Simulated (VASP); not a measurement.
# Al3O in VASP: a series of runs, part 2 of 2

VASP 6.6.1.

## Step 5: Single point, LDA

Contents of INCAR:

```
PREC = Accurate
ENCUT = 520
EDIFF = 1E-6
ISMEAR = 0
SIGMA = 0.1
LREAL = F
LASPH = T
NELM = 100
ALGO = Normal
ISIF = 2
LWAVE = F
LCHARG = F
LDIPOL = T
IDIPOL = 3
DIPOL = 0.5 0.5 0.346
GGA = CA
NBANDS = 16
```

Contents of KPOINTS:

```
regular mesh
0
Gamma
  9 9 1
```

Contents of POSCAR:

```
Al3O
1.0
    2.8168432364      0.0000000000      0.0000000000
    0.0000000000      2.8168432364      0.0000000000
    0.0000000000      0.0000000000     21.1042970937
Al O
3 1
Direct
    0.5000000000      0.5000000000      0.1895348602
    0.0000000000      0.0000000000      0.2867549192
    0.5000000000      0.5000000000      0.3840117042
    0.5000000000      0.5000000000      0.5228459894
```

Potentials or basis: VASP PAW LDA potentials, release 64 (Al, O).

Launch:

```
cat potpaw_LDA.64/Al/POTCAR potpaw_LDA.64/O/POTCAR > POTCAR
mpirun -np 1 vasp_std > vasp.out
```

OUTCAR:

```text
PREC = Accurate
   ENCUT = 520
   EDIFF = 1E-6
   ISMEAR = 0
   LREAL = F
   LASPH = T
   NELM = 100
   ISIF = 2
   GGA = CA

 ion  position               nearest neighbor table
   1  0.500  0.500  0.190-   2 2.86   2 2.86   2 2.86   2 2.86
   2  0.000  0.000  0.287-   1 2.86   1 2.86   1 2.86   1 2.86   3 2.86   3 2.86   3 2.86   3 2.86

   3  0.500  0.500  0.384-   2 2.86   2 2.86   2 2.86   2 2.86
   4  0.500  0.500  0.523-

  LATTYP: Found a simple tetragonal cell.
 ALAT       =     2.8168432364
 C/A-ratio  =     7.4921801899

  Lattice vectors:

 A1 = (   2.8168432364,   0.0000000000,   0.0000000000)
 A2 = (   0.0000000000,   2.8168432364,   0.0000000000)
 A3 = (   0.0000000000,   0.0000000000,  21.1042970937)

Analysis of symmetry for initial positions (statically):
=====================================================================
 Subroutine PRICEL returns:
 Original cell was already a primitive cell.

 Routine SETGRP: Setting up the symmetry group for a
 simple tetragonal supercell.

 Subroutine GETGRP returns: Found  8 space group operations
 (whereof  8 operations were pure point group operations)
 out of a pool of 16 trial point group operations.

The static configuration has the point symmetry C_4v.

Analysis of symmetry for dynamics (positions and initial velocities):
=====================================================================
 Subroutine PRICEL returns:
 Original cell was already a primitive cell.

 Routine SETGRP: Setting up the symmetry group for a
 simple tetragonal supercell.

 Subroutine GETGRP returns: Found  8 space group operations
 (whereof  8 operations were pure point group operations)
 out of a pool of 16 trial point group operations.

The dynamic configuration has the point symmetry C_4v.

 Subroutine INISYM returns: Found  8 space group operations
 (whereof  8 operations are pure point group operations),
 and found     1 'primitive' translations

----------------------------------------------------------------------------------------

                                     Primitive cell

  volume of cell :     167.4543

  direct lattice vectors                    reciprocal lattice vectors
     2.816843236  0.000000000  0.000000000     0.355007331  0.000000000  0.000000000
     0.000000000  2.816843236  0.000000000     0.000000000  0.355007331  0.000000000
     0.000000000  0.000000000 21.104297094     0.000000000  0.000000000  0.047383715

  length of vectors
     2.816843236  2.816843236 21.104297094     0.355007331  0.355007331  0.047383715

  position of ions in fractional coordinates (direct lattice)
     0.500000000  0.500000000  0.189534860
     0.000000000  0.000000000  0.286754919
     0.500000000  0.500000000  0.384011704
     0.500000000  0.500000000  0.522845989

  ion indices of the primitive-cell ions
   primitive index   ion index
                 1           1
                 2           2
                 3           3
                 4           4

----------------------------------------------------------------------------------------

 KPOINTS: regular mesh

Automatic generation of k-mesh.
 Grid dimensions read from file:
 generate k-points for:    9    9    1

[... 33 lines left out ...]
  0.444444  0.333333  0.000000      8.000000
  0.444444  0.444444  0.000000      4.000000
   k-points           NKPTS =     15   k-points in BZ     NKDIM =     15   number of bands    NBANDS=     16
   number of dos      NEDOS =    301   number of ions     NIONS =      4
   total plane-waves  NPLWV =  92160
   dimension x,y,z NGX =    24 NGY =   24 NGZ =  160
   dimension x,y,z NGXF=    48 NGYF=   48 NGZF=  320
   ions per type =               3   1
   NGX,Y,Z   is equivalent  to a cutoff of  14.16, 14.16, 12.60 a.u.
   NGXF,Y,Z  is equivalent  to a cutoff of  28.33, 28.33, 25.21 a.u.
 SYSTEM =  unknown system
   PREC   = accura    normal or accurate (medium, high low for compatibility)
   ISTART =      0    job   : 0-new  1-cont  2-samecut
   ICHARG =      2    charge: 1-file 2-atom 10-const
   ISPIN  =      1    spin polarized calculation?
   LNONCOLLINEAR =      F non collinear calculations
   LSORBIT =      F    spin-orbit coupling
   LASPH  =      T    aspherical Exc in radial PAW
   ENCUT  =  520.0 eV  38.22 Ry    6.18 a.u.   5.24  5.24 39.24*2*pi/ulx,y,z
   NELM   =    100;   NELMIN=  2; NELMDL= -5     # of ELM steps
   EDIFF  = 0.1E-05   stopping-criterion for ELM
   LREAL  =      F    real-space projection
   EDIFFG = 0.1E-04   stopping-criterion for IOM
   NSW    =      0    number of steps for IOM
   IBRION =     -1    ionic relax: 0-MD 1-quasi-New 2-CG
   NFREE  =      0    steps in history (QN), initial steepest desc. (CG)
   ISIF   =      2    stress and relaxation
   ISYM   =      2    0-nonsym 1-usesym 2-fastsym
   POTIM  = 0.5000    time-step for ionic-motion
   TEBEG  =    0.0;   TEEND  =   0.0 temperature during run
   PSTRESS=    0.0 pullay stress
   NELECT =      15.0000    total number of electrons
   NUPDOWN=      -1.0000    fix difference up-down
   EMIN   =  10.00;   EMAX   =-10.00  energy-range for DOS
   EFERMI =   0.00;   METHOD = LEGACY
   ISMEAR =     0;   SIGMA  =   0.10  broadening in eV -4-tet -1-fermi 0-gaus
   EFERMI_NEDOS =   21; number of points for ismear=-14 and -15
   IALGO  =     38    algorithm
   IMIX   =      4    mixing-type and parameters
     AMIX     =   0.40;   BMIX     =  1.00
     AMIX_MAG =   1.60;   BMIX_MAG =  1.00
  volume/ion in A,a.u.               =      41.86       282.51
  Fermi-wavevector in a.u.,A,eV,Ry     =   0.732498  1.384221  7.300253  0.536553
  Thomas-Fermi vector in A             =   1.824976
   LORBIT       =      0    0 simple, 1 ext, 2 COOP (PROOUT), +10 PAW based schemes
   GGA     = CA    functional components
   LHFCALC =     F    Hartree Fock is set to
   AEXX    =    0.0000 exact exchange contribution
   IVDW    =     0    specifies the selected vdW correction
   LEPSILON=     F    determine dielectric tensor
   LRPA    =     F    only Hartree local field effects (RPA)
 non-spin polarized calculation
 Gauss-broadening in eV      SIGMA  =   0.10
  energy-cutoff  :      520.00
  volume of cell :      167.45
 maximum number of plane-waves:      4559
 NGX is ok and might be reduce to    24
   NGX = 11   NGY = 11   NGZ = 79

 number of electron      15.0000003 magnetization

 dipolmoment           0.000000      0.000000      0.228223 electrons x Angstroem

 Free energy of the ion-electron system (eV)
  ---------------------------------------------------
  ext. energy  EPLUGINS =         0.00000000
  ---------------------------------------------------
  free energy    TOTEN  =       -13.83372812 eV

  energy without entropy =      -13.81617013  energy(sigma->0) =      -13.82494912

 E-fermi :  -2.2480     XC(G=0):  -4.8242

 val. band max:       -2.2547877518   @ k =   0.2222   0.0000   0.0000
 cond. band min:      -2.2330183701   @ k =   0.4444   0.2222   0.0000
 fundamental gap:      0.0217693816
 Fermi energy:        -2.2480367399

 k-point     1 :       0.0000    0.0000    0.0000
  band No.  band energies     occupation
      1     -17.5526      2.00000
      2     -12.7897      2.00000
      3     -10.5063      2.00000
      4      -7.1094      2.00000
      5      -4.2345      2.00000
      6      -2.6518      2.00000
[... 262 lines left out ...]
      3      -4.3496      2.00000
      4      -3.5944      2.00000
      5      -3.2996      2.00000
      6      -3.2687      2.00000
[... 8 lines left out ...]
     15       2.4688      0.00000
     16       3.0842      0.00000

------------------------ aborting loop because EDIFF is reached ----------------------------------------

 vacuum level on the upper side and lower side of the slab       (xc-potential included)         2.392        -2.675

  FORCE on cell =-STRESS in cart. coord.  units (eV):
  Direction    XX          YY          ZZ          XY          YZ          ZX
  --------------------------------------------------------------------------------------
  -------------------------------------------------------------------------------------
  Total       -3.8826752     -3.8826752     -4.3312584      0.0000000      0.0000000      0.0000000
  in kB      -37.1488519    -37.1488519    -41.4408285      0.0000000      0.0000000      0.0000000
  external PRESSURE =     -38.5795107 kB  Pullay stress =       0.0000000 kB

 VOLUME and BASIS-vectors are now :
 -----------------------------------------------------------------------------
  energy-cutoff  :      520.00
  volume of cell :      167.45
      direct lattice vectors                 reciprocal lattice vectors
     2.816843236  0.000000000  0.000000000     0.355007331  0.000000000  0.000000000
     0.000000000  2.816843236  0.000000000     0.000000000  0.355007331  0.000000000
     0.000000000  0.000000000 21.104297094     0.000000000  0.000000000  0.047383715

 POSITION                                       TOTAL-FORCE (eV/Angst)
 -----------------------------------------------------------------------------------
      1.40842      1.40842      4.00000         0.000000     -0.000000     -0.174466
      0.00000      0.00000      6.05176         0.000000      0.000000      0.122206
      1.40842      1.40842      8.10430         0.000000     -0.000000      1.690344
      1.40842      1.40842     11.03430         0.000000      0.000000     -1.638084
 -----------------------------------------------------------------------------------
    total drift:                                0.000000     -0.000000      0.000360

  FREE ENERGIE OF THE ION-ELECTRON SYSTEM (eV)
  ---------------------------------------------------
  free  energy   TOTEN  =       -13.8337281151 eV

  energy  without entropy=      -13.8161701264  energy(sigma->0) =      -13.82494912

 vacuum level on the upper side and lower side of the slab         7.324         2.127
```

It took 56 s on 1 thread of Intel Xeon Platinum 8488C (Sapphire Rapids), shared host; peak memory 0.23 GiB.

What came out:

- Free energy: -13.8337 eV
- Largest force: 1.690 eV/Å

Forces on the atoms (eV/Å):
```
Al   0.000  0.000 -0.174
Al   0.000  0.000  0.122
Al   0.000  0.000  1.690
O    0.000  0.000 -1.638
```

Levels at points of the mesh, in eV from the Fermi level:
```tsv
k point	band 5	band 6	band 7	band 8	band 9	band 10	band 11	band 12
(0.00, 0.00, 0.00)	-1.99	-0.40	0.43	0.43	2.62	4.60	6.13	6.23
```

Caveat: an odd number of electrons without spin polarisation forces a metal; a magnetic or distorted state may lie lower.
